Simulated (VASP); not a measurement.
Runs of VASP 6.6.1 on BN. The structure is that of space group F-43m (No. 216), or close to it. The cells are those of the table. 

```csv
cell,smearing,gap on the mesh (eV),pressure (GPa)
"a = 2.613 Å, angles 60.0°, 2 atoms",gaussian 0.02 eV,4.39,-19.6
"a = 2.588 Å, angles 60.0°, 2 atoms",gaussian 0.02 eV,4.42,-10.5
"a = 2.537 Å, angles 60.0°, 2 atoms",gaussian 0.02 eV,4.48,12.0
"a = 2.646 Å, angles 60.0°, 2 atoms",gaussian 0.02 eV,(a),-29.9
"a = 2.511 Å, angles 60.0°, 2 atoms",gaussian 0.02 eV,(b),25.9
"a = 2.456 Å, angles 60.0°, 2 atoms",gaussian 0.02 eV,4.58,60.4
"a = 2.563 Å, angles 60.0°, 2 atoms",gaussian 0.02 eV,4.45,0.0
"a = 2.563 Å, angles 60.0°, 2 atoms",gaussian 0.01 eV,4.45,0.0
"a = 2.484 Å, angles 60.0°, 2 atoms",gaussian 0.02 eV,4.55,41.9
```

Alike in all rows: task single point; level PBE; potentials or basis VASP PAW PBE potentials, release 64 (B, N); no spin polarisation; k mesh 12 × 12 × 12; cutoff (eV) 600.

Fill in the values left out.

(a) 4.34; (b) 4.51.

A k mesh can miss the band edges.
